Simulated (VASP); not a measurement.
# Cd4Te (Im-3m) in VASP: further runs, part 2 of 2

VASP 6.6.1. Earlier steps stand in the parts before.

**6. Relaxation of cell and atoms, PBE**

This run uses another cell than the first one, of 33.35 Å³/atom, 1.306 times its volume.

INCAR

```
SYSTEM = Cd4Te
PREC = Accurate
ENCUT = 600
EDIFF = 1E-6
ISMEAR = 0
SIGMA = 0.1
LREAL = .False.
LASPH = .True.
NELM = 100
ALGO = Fast
ISIF = 3
LWAVE = .False.
LCHARG = .False.
GGA = PE
IBRION = 2
NSW = 100
EDIFFG = -0.01
```

KPOINTS

```
Automatic mesh
0
Gamma
  8 8 8
  0 0 0
```

POSCAR

```
Cd4Te
1.0
   -3.4675155144      3.4675155144      3.4675155144
    3.4675155144     -3.4675155144      3.4675155144
    3.4675155144      3.4675155144     -3.4675155144
Cd Te
4 1
Direct
    0.0000000000      0.0000000000      0.5000000000
    0.0000000000      0.5000000000      0.0000000000
    0.5000000000      0.0000000000      0.0000000000
    0.5000000000      0.5000000000      0.5000000000
    0.0000000000      0.0000000000      0.0000000000
```

Potentials or basis: VASP PAW PBE potentials, release 64 (Cd, Te).

Command:

```console
$ cat potpaw_PBE.64/Cd/POTCAR potpaw_PBE.64/Te/POTCAR > POTCAR
$ mpirun -np 1 vasp_std > vasp.out
```

OUTCAR:

```text
SYSTEM = Cd4Te
   PREC = Accurate
   ENCUT = 600
   EDIFF = 1E-6
   ISMEAR = 0
   LREAL = .False.
   LASPH = .True.
   NELM = 100
   ISIF = 3
   GGA = PE
   IBRION = 2
   NSW = 100
   EDIFFG = -0.01

 ion  position               nearest neighbor table
   1  0.000  0.000  0.500-   5 3.00   5 3.00   4 3.47   2 3.47   3 3.47   2 3.47   3 3.47   4 3.47

   2  0.000  0.500  0.000-   5 3.00   5 3.00   4 3.47   1 3.47   3 3.47   1 3.47   4 3.47   3 3.47

   3  0.500  0.000  0.000-   5 3.00   5 3.00   4 3.47   1 3.47   4 3.47   2 3.47   1 3.47   2 3.47

   4  0.500  0.500  0.500-   5 3.00   5 3.00   3 3.47   1 3.47   3 3.47   2 3.47   1 3.47   2 3.47

   5  0.000  0.000  0.000-   1 3.00   2 3.00   3 3.00   4 3.00   1 3.00   2 3.00   3 3.00   4 3.00

  LATTYP: Found a body centered cubic cell.
 ALAT       =     6.9350310288

  Lattice vectors:

 A1 = (  -3.4675155144,   3.4675155144,   3.4675155144)
 A2 = (   3.4675155144,  -3.4675155144,   3.4675155144)
 A3 = (   3.4675155144,   3.4675155144,  -3.4675155144)

Analysis of symmetry for initial positions (statically):
=====================================================================
 Subroutine PRICEL returns:
 Original cell was already a primitive cell.

 Routine SETGRP: Setting up the symmetry group for a
 body centered cubic supercell.

 Subroutine GETGRP returns: Found 48 space group operations
 (whereof 48 operations were pure point group operations)
 out of a pool of 48 trial point group operations.

The static configuration has the point symmetry O_h .

Analysis of symmetry for dynamics (positions and initial velocities):
=====================================================================
 Subroutine PRICEL returns:
 Original cell was already a primitive cell.

 Routine SETGRP: Setting up the symmetry group for a
 body centered cubic supercell.

 Subroutine GETGRP returns: Found 48 space group operations
 (whereof 48 operations were pure point group operations)
 out of a pool of 48 trial point group operations.

The dynamic configuration has the point symmetry O_h .

 Subroutine INISYM returns: Found 48 space group operations
 (whereof 48 operations are pure point group operations),
 and found     1 'primitive' translations

----------------------------------------------------------------------------------------

                                     Primitive cell

  volume of cell :     166.7690

  direct lattice vectors                    reciprocal lattice vectors
    -3.467515514  3.467515514  3.467515514     0.000000000  0.144195462  0.144195462
     3.467515514 -3.467515514  3.467515514     0.144195462  0.000000000  0.144195462
     3.467515514  3.467515514 -3.467515514     0.144195462  0.144195462  0.000000000

  length of vectors
     6.005913047  6.005913047  6.005913047     0.203923177  0.203923177  0.203923177

  position of ions in fractional coordinates (direct lattice)
     0.000000000  0.000000000  0.500000000
     0.000000000  0.500000000  0.000000000
     0.500000000  0.000000000  0.000000000
     0.500000000  0.500000000  0.500000000
     0.000000000  0.000000000  0.000000000

[... 35 lines left out ...]
            Coordinates               Weight
  0.000000  0.000000  0.000000      1.000000
  0.125000  0.000000  0.000000     12.000000
  0.250000  0.000000  0.000000     12.000000
  0.375000  0.000000  0.000000     12.000000
  0.500000  0.000000  0.000000      6.000000
  0.125000  0.125000  0.000000     24.000000
[... 16 lines left out ...]
 -0.250000  0.250000  0.250000      6.000000
 -0.375000  0.375000  0.250000     24.000000
 [... further k-points ...]
   k-points           NKPTS =     29   k-points in BZ     NKDIM =     29   number of bands    NBANDS=     32
   number of dos      NEDOS =    301   number of ions     NIONS =      5
   total plane-waves  NPLWV = 110592
   dimension x,y,z NGX =    48 NGY =   48 NGZ =   48
   dimension x,y,z NGXF=    96 NGYF=   96 NGZF=   96
   ions per type =               4   1
   NGX,Y,Z   is equivalent  to a cutoff of  13.29, 13.29, 13.29 a.u.
   NGXF,Y,Z  is equivalent  to a cutoff of  26.57, 26.57, 26.57 a.u.
 SYSTEM =  Cd4Te
   PREC   = accura    normal or accurate (medium, high low for compatibility)
   ISTART =      0    job   : 0-new  1-cont  2-samecut
   ICHARG =      2    charge: 1-file 2-atom 10-const
   ISPIN  =      1    spin polarized calculation?
   LNONCOLLINEAR =      F non collinear calculations
   LSORBIT =      F    spin-orbit coupling
   LASPH  =      T    aspherical Exc in radial PAW
   ENCUT  =  600.0 eV  44.10 Ry    6.64 a.u.  12.00 12.00 12.00*2*pi/ulx,y,z
   NELM   =    100;   NELMIN=  2; NELMDL= -5     # of ELM steps
   EDIFF  = 0.1E-05   stopping-criterion for ELM
   LREAL  =      F    real-space projection
   EDIFFG = -.1E-01   stopping-criterion for IOM
   NSW    =    100    number of steps for IOM
   IBRION =      2    ionic relax: 0-MD 1-quasi-New 2-CG
   NFREE  =      1    steps in history (QN), initial steepest desc. (CG)
   ISIF   =      3    stress and relaxation
   ISYM   =      2    0-nonsym 1-usesym 2-fastsym
   POTIM  = 0.5000    time-step for ionic-motion
   TEBEG  =    0.0;   TEEND  =   0.0 temperature during run
   PSTRESS=    0.0 pullay stress
   NELECT =      54.0000    total number of electrons
   NUPDOWN=      -1.0000    fix difference up-down
   EMIN   =  10.00;   EMAX   =-10.00  energy-range for DOS
   EFERMI =   0.00;   METHOD = LEGACY
   ISMEAR =     0;   SIGMA  =   0.10  broadening in eV -4-tet -1-fermi 0-gaus
   EFERMI_NEDOS =   21; number of points for ismear=-14 and -15
   IALGO  =     68    algorithm
   IMIX   =      4    mixing-type and parameters
     AMIX     =   0.40;   BMIX     =  1.00
     AMIX_MAG =   1.60;   BMIX_MAG =  1.00
  volume/ion in A,a.u.               =      33.35       225.08
  Fermi-wavevector in a.u.,A,eV,Ry     =   1.124176  2.124385 17.194660  1.263772
  Thomas-Fermi vector in A             =   2.260846
   LORBIT       =      0    0 simple, 1 ext, 2 COOP (PROOUT), +10 PAW based schemes
   GGA     = PE    functional components
   LHFCALC =     F    Hartree Fock is set to
   AEXX    =    0.0000 exact exchange contribution
   IVDW    =     0    specifies the selected vdW correction
   LEPSILON=     F    determine dielectric tensor
   LRPA    =     F    only Hartree local field effects (RPA)
 conjugate gradient relaxation of ions
 non-spin polarized calculation
 RMM-DIIS sequential band-by-band and
 Gauss-broadening in eV      SIGMA  =   0.10
  energy-cutoff  :      600.00
  volume of cell :      166.77
 maximum number of plane-waves:      5596
   NGX = 23   NGY = 23   NGZ = 23

--------------------------------------- Ionic step        1  -------------------------------------------

 number of electron      53.9999992 magnetization

 Free energy of the ion-electron system (eV)
  ---------------------------------------------------
  ext. energy  EPLUGINS =         0.00000000
  ---------------------------------------------------
  free energy    TOTEN  =        -4.61609281 eV

  energy without entropy =       -4.60389513  energy(sigma->0) =       -4.60999397

------------------------ aborting loop because EDIFF is reached ----------------------------------------

  FORCE on cell =-STRESS in cart. coord.  units (eV):
  Direction    XX          YY          ZZ          XY          YZ          ZX
  --------------------------------------------------------------------------------------
  -------------------------------------------------------------------------------------
  Total        0.2504994      0.2504994      0.2504994      0.0000000     -0.0000000      0.0000000
  in kB        2.4065895      2.4065895      2.4065895      0.0000000     -0.0000000      0.0000000
  external PRESSURE =       2.4065895 kB  Pullay stress =       0.0000000 kB
[... 65 lines left out ...]
--------------------------------------- Ionic step        3  -------------------------------------------

 number of electron      53.9999983 magnetization

 Free energy of the ion-electron system (eV)
  ---------------------------------------------------
  ext. energy  EPLUGINS =         0.00000000
  ---------------------------------------------------
  free energy    TOTEN  =        -4.61749094 eV

  energy without entropy =       -4.60565675  energy(sigma->0) =       -4.61157384

 E-fermi :   1.7404     XC(G=0):  -8.7474

 val. band max:        1.7132980705   @ k =   0.2500   0.0000   0.0000
 cond. band min:       1.7740920313   @ k =   0.3750   0.2500  -0.0000
 fundamental gap:      0.0607939607
 Fermi energy:         1.7403587984

 k-point     1 :       0.0000    0.0000    0.0000
  band No.  band energies     occupation
      1     -10.8232      2.00000
      2      -7.2258      2.00000
      3      -7.2258      2.00000
      4      -7.0662      2.00000
      5      -7.0662      2.00000
      6      -7.0493      2.00000
[... 829 lines left out ...]
     31       4.9698      0.00000
     32       5.1322      0.00000

 [... further k-points ...]
[... 5 lines left out ...]
  --------------------------------------------------------------------------------------
  -------------------------------------------------------------------------------------
  Total        0.0218077      0.0218077      0.0218077      0.0000000     -0.0000000      0.0000000
  in kB        0.2073764      0.2073764      0.2073764      0.0000000     -0.0000000      0.0000000
  external PRESSURE =       0.2073764 kB  Pullay stress =       0.0000000 kB
[... 20 lines left out ...]
  FREE ENERGIE OF THE ION-ELECTRON SYSTEM (eV)
  ---------------------------------------------------
  free  energy   TOTEN  =        -4.6174909415 eV

  energy  without entropy=       -4.6056567469  energy(sigma->0) =       -4.61157384

 reached required accuracy - stopping structural energy minimisation
```

CONTCAR:

```text
Cd4Te
   1.00000000000000
    -3.4793685135453498    3.4793685135453498    3.4793685135453498
     3.4793685135453498   -3.4793685135453498    3.4793685135453498
     3.4793685135453498    3.4793685135453498   -3.4793685135453498
  Cd              Te
     4     1
Direct
     0.0000000000000000    0.0000000000000000    0.5000000000000000
     0.0000000000000000    0.5000000000000000    0.0000000000000000
     0.5000000000000000    0.0000000000000000    0.0000000000000000
     0.5000000000000000    0.5000000000000000    0.5000000000000000
     0.0000000000000000    0.0000000000000000    0.0000000000000000

  0.00000000E+00  0.00000000E+00  0.00000000E+00
  0.00000000E+00  0.00000000E+00  0.00000000E+00
  0.00000000E+00  0.00000000E+00  0.00000000E+00
  0.00000000E+00  0.00000000E+00  0.00000000E+00
  0.00000000E+00  0.00000000E+00  0.00000000E+00
```

It took 7.9 min on 1 thread of Intel Xeon 6975P-C, shared host; peak memory 0.44 GiB.

What came out:

```yaml
Free_energy: -4.6175 eV
Relaxed_volume: 33.70 Å³/atom
Relaxed_cell: a = 6.026 Å, b = 6.026 Å, c = 6.026 Å, α = 109.47°, β = 109.47°, γ = 109.47°
Space_group_after_relaxing_to_0.05_Å: Im-3m (No. 229)
Energy_gained_by_relaxing: 0.3 meV/atom
Ionic_steps: 3
Pressure_after_relaxing: 0.0 GPa
Band_gap_on_the_k_mesh: zero (band 27 reaches 3.00 eV, above the bottom of band 28 at 0.74 eV)
```

The path:
| step | energy change (eV) | largest force (eV/Å) | pressure (GPa) | volume (Å³) |
| --- | --- | --- | --- | --- |
| 1 | 0.0000 | 0.0000 | 0.24 | 166.77 |
| 2 | -0.0012 | 0.0000 | 0.08 | 167.98 |
| 3 | -0.0014 | 0.0000 | 0.02 | 168.49 |

Final structure:
```xyz
5
Lattice="-3.4794 3.4794 3.4794 3.4794 -3.4794 3.4794 3.4794 3.4794 -3.4794" Properties=species:S:1:pos:R:3 pbc="T T T"
Cd    1.7397    1.7397   -1.7397
Cd    1.7397   -1.7397    1.7397
Cd   -1.7397    1.7397    1.7397
Cd    1.7397    1.7397    1.7397
Te    0.0000    0.0000    0.0000
```

Levels at points of the mesh, in eV from the Fermi level:
| k point | band 24 | band 25 | band 26 | band 27 | band 28 | band 29 | band 30 | band 31 |
| --- | --- | --- | --- | --- | --- | --- | --- | --- |
| (0.00, 0.00, 0.00) | -4.01 | -4.00 | -1.00 | -1.00 | -1.00 | 0.94 | 0.94 | 0.94 |
| (0.50, 0.00, 0.00) | -3.80 | -3.00 | -1.99 | 0.66 | 1.17 | 1.36 | 1.61 | 2.49 |
| (0.50, 0.50, 0.50) | -4.79 | -1.29 | -1.29 | 1.26 | 1.26 | 1.26 | 2.07 | 2.07 |

Caveat: spin-orbit coupling is left out, which moves the levels of the heavy elements.

**7. Overview**

| task | cell | k mesh | cutoff (eV) | gap on the mesh (eV) | pressure (GPa) | relaxed volume (Å³/atom) |
| --- | --- | --- | --- | --- | --- | --- |
| single point | a = 5.494 Å, angles 109.5°, 5 atoms | 4 × 4 × 4 | 520 | none | 12.4 | - |
| single point | a = 6.006 Å, angles 109.5°, 5 atoms | 4 × 4 × 4 | 520 | none | 0.5 | - |
| relaxation of cell and atoms | relaxed from a = 5.494 Å, angles 109.5°, 5 atoms | 4 × 4 × 4 | 600 | none | 0.0 | 34.13 |
| single point | a = 6.024 Å, angles 109.5°, 5 atoms | 8 × 8 × 8 | 520 | none | 0.1 | - |
| relaxation of cell and atoms | relaxed from a = 6.006 Å, angles 109.5°, 5 atoms | 8 × 8 × 8 | 600 | none | 0.0 | 33.70 |

Alike in all rows: level PBE; potentials or basis VASP PAW PBE potentials, release 64 (Cd, Te); no spin polarisation; smearing gaussian 0.1 eV.

Caveats: spin-orbit coupling is left out, which moves the levels of the heavy elements; the volume moved by over 15 % at a fixed basis, so the end points are rough (some runs).

Total energies depend on the potentials used, so only differences within one code and one set of settings carry meaning.
